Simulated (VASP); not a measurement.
Fe, 1 atom in the cell. Symmetry: Im-3m, No. 229, cubic system. The conventional cell has a = 2.752 Å, b = 2.752 Å, c = 2.752 Å, α = 90.00°, β = 90.00°, γ = 90.00°. Fe (site symmetry m-3m) has 14 Fe at 2.38 to 2.75 Å within 3.1 Å. 

```yaml
Program: VASP 6.6.1
Task: relaxation of cell and atoms
Functional: LDA
Potentials_or_basis: VASP PAW LDA potentials, release 64 (Fe)
Cutoff: 600 eV
k_mesh: 22 × 22 × 22
Occupations: gaussian, width 0.1 eV
Spin: collinear spin, ferromagnetic start
Starting_moments: "[2.22] μB"
Dipole_correction: no
Further_INCAR_settings: ALGO = Normal; EDIFF = 1e-07; IBRION = 2; EDIFFG = -0.005; NSW = 100; ISIF = 3
```

Potentials or basis: VASP PAW LDA potentials, release 64 (Fe).

Run with:

```bash
$ cat potpaw_LDA.64/Fe/POTCAR > POTCAR
$ mpirun -np 1 vasp_std > vasp.out
```

Hardware: 1 thread of AMD EPYC 7R13, on a shared host.

**Question.** How long does it take, and how much memory?

**Answer.** Wall time 3.7 min on 1 thread of AMD EPYC 7R13, on a shared host, peak memory 0.16 GiB. Counts: scf iterations 28, k points 328, ion steps 3.
